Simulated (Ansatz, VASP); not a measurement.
## One calculation of SnSe, two programs

File INCAR:

```
SYSTEM = SnSe
PREC = Accurate ; ENCUT = 520
EDIFF = 1E-7 ; ISMEAR = -1
SIGMA = 0.02 ; LREAL = .False.
LASPH = .True. ; NELM = 60
ALGO = Normal ; ISIF = 2
LWAVE = .False. ; LCHARG = .False.
GGA = PE ; NBANDS = 28
```

KPOINTS

```
Automatic mesh
0
Gamma
  6 6 4
  0 0 0
```

Contents of POSCAR:

```
SnSe
1.0
    4.8068298639      0.0000000000      0.0000000000
   -2.4034149320      4.1628367738      0.0000000000
    0.0000000000      0.0000000000      6.1736757433
Sn Se
2 2
Direct
    0.3333333333      0.6666666667     -0.0413779700
    0.6666666667      0.3333333333      0.4586220300
    0.3333333333      0.6666666667      0.4163779700
    0.6666666667      0.3333333333      0.9163779700
```

Input for Ansatz:

```yaml
crystal:
  lattice:
    - [4.8068298639, 0.0, 0.0]
    - [-2.403414932, 4.1628367738, 0.0]
    - [0.0, 0.0, 6.1736757433]
  atoms:
    - { symbol: Sn, position: [0.3333333333, 0.6666666667, -0.04137797] }
    - { symbol: Sn, position: [0.6666666667, 0.3333333333, 0.45862203] }
    - { symbol: Se, position: [0.3333333333, 0.6666666667, 0.41637797] }
    - { symbol: Se, position: [0.6666666667, 0.3333333333, 0.91637797] }
kpoints:
  mp_grid: { grid: [6, 6, 4] }
  band_path:
    path:
      - [0.0, 0.0, 0.0]
      - [0.5, 0.0, 0.0]
      - [0.3333333333, 0.3333333333, 0.0]
      - [0.0, 0.0, 0.5]
      - [0.5, 0.0, 0.5]
      - [0.3333333333, 0.3333333333, 0.5]
      - [0.242188, 0.242187, 0.476562]
    npoints: 1
hamiltonian:
  xc: pbe
scf:
  occupations: { method: fermi_dirac, width: 0.02 }
  n_extra_bands: 5
output:
  forces: true
  stress: true
  eigenvalues: true
```

Change from the starting cell: biaxial_xy strain -5.3%.

Alike in both runs: task single point; functional PBE; k mesh 6 × 6 × 4; occupations fermi-dirac, width 0.02 eV; no spin polarisation.

|  | VASP | Ansatz |
| --- | --- | --- |
| version | VASP 6.6.1 | Ansatz 0.2.0 |
| potentials or method | VASP PAW PBE potentials, release 64 (Sn_d, Se) | plane waves, PAW |
| plane-wave cutoff (eV) | 520 | 420 |
| valence electrons in the cell | 40 | 60 |

```tsv
	VASP	Ansatz	Ansatz less VASP
pressure (GPa)	6.1	6.1	-0.02
traceless stress, the component that is largest in VASP (GPa)	-3.81	-3.82	-0.009
rms of the force components (eV/Å)	0.046	0.042	-0.0037
```

Atom by atom the forces differ by 0.004 eV/Å (rms over components). VASP's potentials hold 40 valence electrons a cell and Ansatz's 60, so a difference there can come from the potentials and not from the codes.
